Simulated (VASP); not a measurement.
# RbBr in VASP: a series of runs

RbBr is run at these levels: HSE06, r2SCAN; tasks: single point.

Everything below comes from runs of VASP 6.6.1. Logs are shortened: lines on timing, memory, paths and dates and some standing lists are left out, and cuts for length are marked.

## Step 1: The cell of the first run

Symmetry: R3m, No. 160, trigonal system. The conventional cell has a = 5.472 Å, b = 5.472 Å, c = 13.843 Å, α = 90.00°, β = 90.00°, γ = 120.00°. Rb (site symmetry 3m) has 4 Br at 3.39 Å within 4.5 Å. Within 4.5 Å of Br (site symmetry 3m) lie 4 Rb at 3.39 Å.

## Step 2: Single point, HSE06 (strain along [111] +3.3%)

Input file POSCAR:

```
RbBr
1.0
    0.0843550316      3.9538518963      3.9538518963
    3.9538518963      0.0843550316      3.9538518963
    3.9538518963      3.9538518963      0.0843550316
Rb Br
1 1
Direct
    0.0023747753      0.0023747753      0.0023747753
    0.2476252247      0.2476252247      0.2476252247
```

Input file INCAR.step1:

```
SYSTEM = RbBr
  ALGO = Normal
  EDIFF = 1E-5
  ENCUT = 520
  GGA = PE
  ISIF = 2
  ISMEAR = 0
  LASPH = .TRUE.
  LCHARG = .FALSE.
  LREAL = .FALSE.
  LWAVE = .TRUE.
  NBANDS = 15
  NELM = 100
  PREC = Accurate
  SIGMA = 0.01
```

Input file INCAR.step2:

```
SYSTEM = RbBr
  ALGO = Normal
  EDIFF = 1E-7
  ENCUT = 520
  GGA = PE
  HFSCREEN = 0.2079
  ISIF = 2
  ISMEAR = 0
  ISTART = 1
  LASPH = .TRUE.
  LCHARG = .FALSE.
  LHFCALC = .TRUE.
  LREAL = .FALSE.
  LWAVE = .FALSE.
  NBANDS = 15
  NELM = 100
  PREC = Accurate
  PRECFOCK = Normal
  SIGMA = 0.01
```

Input file KPOINTS:

```
k-points
0
G
  4 4 4
  0 0 0
```

Potentials or basis: VASP PAW PBE potentials, release 64 (Rb_sv, Br).

The run is started by

```sh
$ cat potpaw_PBE.64/Rb_sv/POTCAR potpaw_PBE.64/Br/POTCAR > POTCAR
$ cp INCAR.step1 INCAR
$ mpirun -np 1 vasp_std > vasp.out
$ cp INCAR.step2 INCAR
$ mpirun -np 1 vasp_std > vasp.out
```

OUTCAR:

```text
SYSTEM = RbBr
   EDIFF = 1E-7
   ENCUT = 520
   GGA = PE
   HFSCREEN = 0.2079
   ISIF = 2
   ISMEAR = 0
   ISTART = 1
   LASPH = .TRUE.
   LHFCALC = .TRUE.
   LREAL = .FALSE.
   NELM = 100
   PREC = Accurate
   PRECFOCK = Normal

 ion  position               nearest neighbor table
   1  0.002  0.002  0.002-   2 3.39   2 3.39   2 3.39   2 3.39
   2  0.248  0.248  0.248-   1 3.39   1 3.39   1 3.39   1 3.39

  LATTYP: Found a trigonal (rhomboedric) cell.
 ALAT       =     5.5922272314
 COS(alpha) =     0.5212162761

  Lattice vectors:

 A1 = (   0.0843550316,   3.9538518963,   3.9538518963)
 A2 = (   3.9538518963,   0.0843550316,   3.9538518963)
 A3 = (   3.9538518963,   3.9538518963,   0.0843550316)

Analysis of symmetry for initial positions (statically):
=====================================================================
 Subroutine PRICEL returns:
 Original cell was already a primitive cell.

 Routine SETGRP: Setting up the symmetry group for a
 trigonal (rhombohedral) supercell.

 Subroutine GETGRP returns: Found  6 space group operations
 (whereof  6 operations were pure point group operations)
 out of a pool of 12 trial point group operations.

The static configuration has the point symmetry C_3v.

Analysis of symmetry for dynamics (positions and initial velocities):
=====================================================================
 Subroutine PRICEL returns:
 Original cell was already a primitive cell.

 Routine SETGRP: Setting up the symmetry group for a
 trigonal (rhombohedral) supercell.

 Subroutine GETGRP returns: Found  6 space group operations
 (whereof  6 operations were pure point group operations)
 out of a pool of 12 trial point group operations.

The dynamic configuration has the point symmetry C_3v.

 Subroutine INISYM returns: Found  6 space group operations
 (whereof  6 operations are pure point group operations),
 and found     1 'primitive' translations

----------------------------------------------------------------------------------------

                                     Primitive cell

  volume of cell :     119.6651

  direct lattice vectors                    reciprocal lattice vectors
     0.084355032  3.953851896  3.953851896    -0.130579619  0.127851912  0.127851912
     3.953851896  0.084355032  3.953851896     0.127851912 -0.130579619  0.127851912
     3.953851896  3.953851896  0.084355032     0.127851912  0.127851912 -0.130579619

  length of vectors
     5.592227231  5.592227231  5.592227231     0.223031970  0.223031970  0.223031970

  position of ions in fractional coordinates (direct lattice)
     0.002374775  0.002374775  0.002374775
     0.247625225  0.247625225  0.247625225

  ion indices of the primitive-cell ions
   primitive index   ion index
                 1           1
                 2           2

----------------------------------------------------------------------------------------

 KPOINTS: k-points

Automatic generation of k-mesh.
 Grid dimensions read from file:
 generate k-points for:    4    4    4

 Generating k-lattice:

  Cartesian coordinates                     Fractional coordinates (reciprocal lattice)
    -0.032644905  0.031962978  0.031962978     0.250000000  0.000000000  0.000000000
     0.031962978 -0.032644905  0.031962978     0.000000000  0.250000000  0.000000000
     0.031962978  0.031962978 -0.032644905     0.000000000  0.000000000  0.250000000

  Length of vectors
     0.055757993  0.055757993  0.055757993

  Shift w.r.t. Gamma in fractional coordinates (k-lattice)
     0.000000000  0.000000000  0.000000000

 Subroutine IBZKPT returns following result:
 ===========================================

 Found     13 irreducible k-points:

 Following reciprocal coordinates:
            Coordinates               Weight
  0.000000  0.000000  0.000000      1.000000
  0.250000 -0.000000 -0.000000      6.000000
  0.500000 -0.000000 -0.000000      3.000000
  0.250000  0.250000 -0.000000      6.000000
  0.500000  0.250000 -0.000000     12.000000
 -0.250000  0.250000  0.000000      6.000000
  0.500000  0.500000 -0.000000      3.000000
  0.250000  0.250000  0.250000      2.000000
  0.500000  0.250000  0.250000      6.000000
 -0.250000  0.250000  0.250000      6.000000
  0.500000  0.500000  0.250000      6.000000
 -0.250000  0.500000  0.250000      6.000000
  0.500000  0.500000  0.500000      1.000000
   k-points           NKPTS =     13   k-points in BZ     NKDIM =     64   number of bands    NBANDS=     15
   number of dos      NEDOS =    301   number of ions     NIONS =      2
   total plane-waves  NPLWV =  74088
   dimension x,y,z NGX =    42 NGY =   42 NGZ =   42
   dimension x,y,z NGXF=    84 NGYF=   84 NGZF=   84
   ions per type =               1   1
   NGX,Y,Z   is equivalent  to a cutoff of  12.49, 12.49, 12.49 a.u.
   NGXF,Y,Z  is equivalent  to a cutoff of  24.97, 24.97, 24.97 a.u.
 SYSTEM =  RbBr
   PREC   = accura    normal or accurate (medium, high low for compatibility)
   ISTART =      1    job   : 0-new  1-cont  2-samecut
   ICHARG =      0    charge: 1-file 2-atom 10-const
   ISPIN  =      1    spin polarized calculation?
   LNONCOLLINEAR =      F non collinear calculations
   LSORBIT =      F    spin-orbit coupling
   LASPH  =      T    aspherical Exc in radial PAW
   ENCUT  =  520.0 eV  38.22 Ry    6.18 a.u.  10.40 10.40 10.40*2*pi/ulx,y,z
   NELM   =    100;   NELMIN=  2; NELMDL=  0     # of ELM steps
   EDIFF  = 0.1E-06   stopping-criterion for ELM
   LREAL  =      F    real-space projection
   EDIFFG = 0.1E-05   stopping-criterion for IOM
   NSW    =      0    number of steps for IOM
   IBRION =     -1    ionic relax: 0-MD 1-quasi-New 2-CG
   NFREE  =      0    steps in history (QN), initial steepest desc. (CG)
   ISIF   =      2    stress and relaxation
   ISYM   =      3    0-nonsym 1-usesym 2-fastsym
   POTIM  = 0.5000    time-step for ionic-motion
   TEBEG  =    0.0;   TEEND  =   0.0 temperature during run
   PSTRESS=    0.0 pullay stress
   NELECT =      16.0000    total number of electrons
   NUPDOWN=      -1.0000    fix difference up-down
   EMIN   =  10.00;   EMAX   =-10.00  energy-range for DOS
   EFERMI =   0.00;   METHOD = LEGACY
   ISMEAR =     0;   SIGMA  =   0.01  broadening in eV -4-tet -1-fermi 0-gaus
   EFERMI_NEDOS =   21; number of points for ismear=-14 and -15
   IALGO  =     38    algorithm
   IMIX   =      1    mixing-type and parameters
     AMIX     =   0.40;   BMIX     =  1.00
     AMIX_MAG =   1.60;   BMIX_MAG =  1.00
  volume/ion in A,a.u.               =      59.83       403.77
  Fermi-wavevector in a.u.,A,eV,Ry     =   0.837129  1.581944  9.534753  0.700785
  Thomas-Fermi vector in A             =   1.950967
   LORBIT       =      0    0 simple, 1 ext, 2 COOP (PROOUT), +10 PAW based schemes
   GGA     = PE    functional components
   LHFCALC =     T    Hartree Fock is set to
   PRECFOCK=normal    Normal, Fast or Accurate (Low or Medium for compatibility)
   ENCUT4O =  -1.0   cutoff for four orbital integrals eV
   NKREDX  =     1    reduce k-point grid by
   NKREDY  =     1    reduce k-point grid by
   NKREDZ  =     1    reduce k-point grid by
   AEXX    =    0.2500 exact exchange contribution
   HFSCREEN=    0.2079 screening length (either q_TF or 0.3 A-1)
   HFSCREENC=   0.2079 screening length for correlation (either q_TF or 0.3 A-1)
   ENCUTFOCK=  -1.0 apply spherical cutoff to Coloumb kernel
   IVDW    =     0    specifies the selected vdW correction
   LEPSILON=     F    determine dielectric tensor
   LRPA    =     F    only Hartree local field effects (RPA)
 non-spin polarized calculation
 Gauss-broadening in eV      SIGMA  =   0.01
  energy-cutoff  :      520.00
  volume of cell :      119.67
 maximum number of plane-waves:      3239
 NGX is ok and might be reduce to    42
  NGX = 32; NGY = 32; NGZ = 32

 number of electron      15.9999999 magnetization

 Free energy of the ion-electron system (eV)
  ---------------------------------------------------
  ext. energy  EPLUGINS =         0.00000000
  ---------------------------------------------------
  free energy    TOTEN  =        -6.87266671 eV

  energy without entropy =       -6.87266671  energy(sigma->0) =       -6.87266671

 E-fermi :  -3.8912     XC(G=0):  -4.7708

 val. band max:       -3.9926120121   @ k =   0.5000   0.5000  -0.0000
 cond. band min:       1.1193506080   @ k =   0.0000   0.0000   0.0000
 fundamental gap:      5.1119626201
 Fermi energy:        -3.8911539245

 k-point     1 :       0.0000    0.0000    0.0000
  band No.  band energies     occupation
      1     -30.3569      2.00000
      2     -16.8571      2.00000
      3     -13.2969      2.00000
      4     -13.2969      2.00000
      5     -13.2933      2.00000
      6      -4.0982      2.00000
      7      -4.0630      2.00000
      8      -4.0630      2.00000
      9       1.1194      0.00000
     10       5.4080      0.00000
     11       5.4080      0.00000
     12       6.2799      0.00000
     13       6.2799      0.00000
     14       6.3390      0.00000
     15       6.9348      0.00000

 k-point     2 :       0.2500   -0.0000   -0.0000
  band No.  band energies     occupation
      1     -30.3559      2.00000
      2     -16.8759      2.00000
      3     -13.3034      2.00000
      4     -13.2999      2.00000
      5     -13.2754      2.00000
      6      -4.1882      2.00000
      7      -4.0698      2.00000
      8      -4.0486      2.00000
      9       1.9208      0.00000
     10       4.9214      0.00000
     11       5.0715      0.00000
     12       5.2880      0.00000
     13       6.2509      0.00000
     14       6.7561      0.00000
     15       6.9608      0.00000
[... 167 lines left out ...]
      3     -13.3345      2.00000
      4     -13.3245      2.00000
      5     -13.2008      2.00000
      6      -4.2408      2.00000
      7      -4.1341      2.00000
      8      -4.0039      2.00000
      9       3.1172      0.00000
     10       3.8165      0.00000
     11       5.4556      0.00000
     12       5.5645      0.00000
     13       6.0305      0.00000
     14       6.3051      0.00000
     15       7.3123      0.00000

 k-point    13 :       0.5000    0.5000    0.5000
  band No.  band energies     occupation
      1     -30.3551      2.00000
      2     -16.9001      2.00000
      3     -13.3076      2.00000
      4     -13.3076      2.00000
      5     -13.2369      2.00000
      6      -4.3004      2.00000
      7      -4.0183      2.00000
      8      -4.0183      2.00000
      9       3.3091      0.00000
     10       3.4189      0.00000
     11       4.9931      0.00000
     12       4.9931      0.00000
     13       6.3889      0.00000
     14       6.3889      0.00000
     15       6.8298      0.00000

------------------------ aborting loop because EDIFF is reached ----------------------------------------

  FORCE on cell =-STRESS in cart. coord.  units (eV):
  Direction    XX          YY          ZZ          XY          YZ          ZX
  --------------------------------------------------------------------------------------
  -------------------------------------------------------------------------------------
  Total       -0.1427373     -0.1427373     -0.1427373     -0.0351162     -0.0351162     -0.0351162
  in kB       -1.9110870     -1.9110870     -1.9110870     -0.4701654     -0.4701654     -0.4701654
  external PRESSURE =      -1.9110870 kB  Pullay stress =       0.0000000 kB

 VOLUME and BASIS-vectors are now :
 -----------------------------------------------------------------------------
  energy-cutoff  :      520.00
  volume of cell :      119.67
      direct lattice vectors                 reciprocal lattice vectors
     0.084355032  3.953851896  3.953851896    -0.130579619  0.127851912  0.127851912
     3.953851896  0.084355032  3.953851896     0.127851912 -0.130579619  0.127851912
     3.953851896  3.953851896  0.084355032     0.127851912  0.127851912 -0.130579619

 POSITION                                       TOTAL-FORCE (eV/Angst)
 -----------------------------------------------------------------------------------
      0.01898      0.01898      0.01898        -0.003441     -0.003441     -0.003441
      1.97904      1.97904      1.97904         0.003441      0.003441      0.003441
 -----------------------------------------------------------------------------------
    total drift:                               -0.000040     -0.000042     -0.000042

  FREE ENERGIE OF THE ION-ELECTRON SYSTEM (eV)
  ---------------------------------------------------
  free  energy   TOTEN  =        -6.8726667086 eV

  energy  without entropy=       -6.8726667086  energy(sigma->0) =       -6.87266671
```

Wall time 9.4 min (1 thread of Intel Xeon 6975P-C (Granite Rapids), shared host); peak memory 0.38 GiB.

What came out:

* Free energy: -6.8727 eV
* Pressure: -0.2 GPa
* Largest force: 0.006 eV/Å
* Band gap on the k mesh: 5.11 eV (least direct gap 5.18 eV)

Forces in eV/Å, atoms in the order of the input:
```
Rb  -0.003 -0.003 -0.003
Br   0.003  0.003  0.003
```

Caveat: the cell differs from its parent crystal (strain along [111] +3.3%); the PAW data sets were made with another functional, which shifts forces and pressure a little.

(Part 1 of 2 ends here.)
